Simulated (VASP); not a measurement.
Wanted: the native input for a VASP 6.6.1 run.

```yaml
Task: single point
Functional: PBEsol
Potentials_or_basis: VASP PAW PBE potentials, release 64 (Sn_d, Te)
Cutoff: 500 eV
k_mesh: 10 × 10 × 10
Occupations: gaussian, width 0.03 eV
Spin: no spin polarisation
Dipole_correction: no
Further_INCAR_settings: ALGO = Normal; EDIFF = 1e-06; NBANDS = 17
```

The structure of SnTe lies in POSCAR:

```
SnTe
1.0
    0.0000000000      3.0618050000      3.1565000000
    3.0618050000      0.0000000000      3.1565000000
    3.0618050000      3.0618050000      0.0000000000
Sn Te
1 1
Direct
    0.0000000000      0.0000000000      0.0000000000
    0.5000000000      0.5000000000      0.5000000000
```

This cell differs from its parent crystal: strain -0.0300 x Voigt [1, 1, 0, 0, 0, 0].

These files were run (other wordings do the same):

INCAR

```
  ALGO = Normal
  EDIFF = 1E-6
  ENCUT = 500
  GGA = PS
  GGA_COMPAT = False
  ISIF = 2
  ISMEAR = 0
  LASPH = True
  LCHARG = True
  LELF = True
  LREAL = False
  LVHAR = True
  LWAVE = False
  NBANDS = 17
  NELM = 120
  PREC = Accurate
  SIGMA = 0.03
```

KPOINTS

```
k-points
0
Gamma
  10 10 10
```

Potentials or basis: VASP PAW PBE potentials, release 64 (Sn_d, Te).

The run is started by

```sh
$ cat potpaw_PBE.64/Sn_d/POTCAR potpaw_PBE.64/Te/POTCAR > POTCAR
$ mpirun -np 1 vasp_std > vasp.out
```

It gave:

- Pressure: 2.7 GPa
- Band gap on the k mesh: 0.28 eV (least direct gap 0.39 eV)

Caveat: the cell differs from its parent crystal (strain -0.0300 x Voigt [1, 1, 0, 0, 0, 0]); the PAW data sets were made with another functional, which shifts forces and pressure a little; spin-orbit coupling is left out, which moves the levels of the heavy elements.

Wall time 3.4 min on 1 thread of AMD EPYC 7R13 (shared host), peak memory 0.22 GiB.
